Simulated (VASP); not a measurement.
## Pd: relaxation of cell and atoms with LDA

Crystal: Pd.

```
Pd
1.0
     4.90084    0.00000    0.00000
     0.00000    4.90084    0.00000
     0.00000    0.00000    4.90084
Pd
8
Cartesian
  0.0000 0.0000 0.0000
  2.4504 2.4504 2.4504
  1.2252 0.0000 2.4504
  3.6756 0.0000 2.4504
  2.4504 1.2252 0.0000
  2.4504 3.6756 0.0000
  0.0000 2.4504 1.2252
  0.0000 2.4504 3.6756
```

```json
{
  "Program": "VASP 6.6.1",
  "Task": "relaxation of cell and atoms",
  "Functional": "LDA",
  "Potentials or basis": "VASP PAW LDA potentials, release 64 (Pd)",
  "Cutoff": "600 eV",
  "k mesh": "5 × 5 × 5",
  "Occupations": "fermi-dirac, width 0.1 eV",
  "Spin": "no spin polarisation",
  "Dipole correction": "no",
  "Further INCAR settings": "ALGO = Normal; EDIFF = 1e-06; IBRION = 2; EDIFFG = -0.01; NSW = 80; ISIF = 3"
}
```

- Relaxed volume: 14.57 Å³/atom
- Relaxed cell: a = 4.885 Å, b = 4.885 Å, c = 4.885 Å, α = 90.00°, β = 90.00°, γ = 90.00°
- Space group after relaxing (to 0.1 Å): Pm-3n (No. 223)
- Energy gained by relaxing: 0.9 meV/atom
- Ionic steps: 3
- Pressure after relaxing: 0.0 GPa
- Band gap on the k mesh: zero (bands 40 and 41 overlap by 0.29 eV)

The path:
```csv
step,energy change (eV),largest force (eV/Å),pressure (GPa),volume (Å³)
1,0.0000,0.0000,-2.04,117.71
2,0.0162,0.0000,3.85,114.55
3,-0.0074,0.0000,-0.01,116.56
```

Final structure:
```
CELL_PARAMETERS angstrom
4.88480 0.00000 0.00000
0.00000 4.88480 0.00000
0.00000 0.00000 4.88480
ATOMIC_POSITIONS crystal
Pd 0.00000 0.00000 0.00000
Pd 0.50000 0.50000 0.50000
Pd 0.25000 0.00000 0.50000
Pd 0.75000 0.00000 0.50000
Pd 0.50000 0.25000 0.00000
Pd 0.50000 0.75000 0.00000
Pd 0.00000 0.50000 0.25000
Pd 0.00000 0.50000 0.75000
```

Levels at points of the mesh, in eV from the Fermi level:
```tsv
k point	band 38	band 39	band 40	band 41	band 42	band 43
(0.00, 0.00, 0.00)	-0.26	0.05	0.05	0.05	2.49	2.49
```

Wall time 94 s on 1 thread of AMD EPYC 9R45 96-Core Processor (Zen 5), with other jobs on the host, peak memory 0.19 GiB.
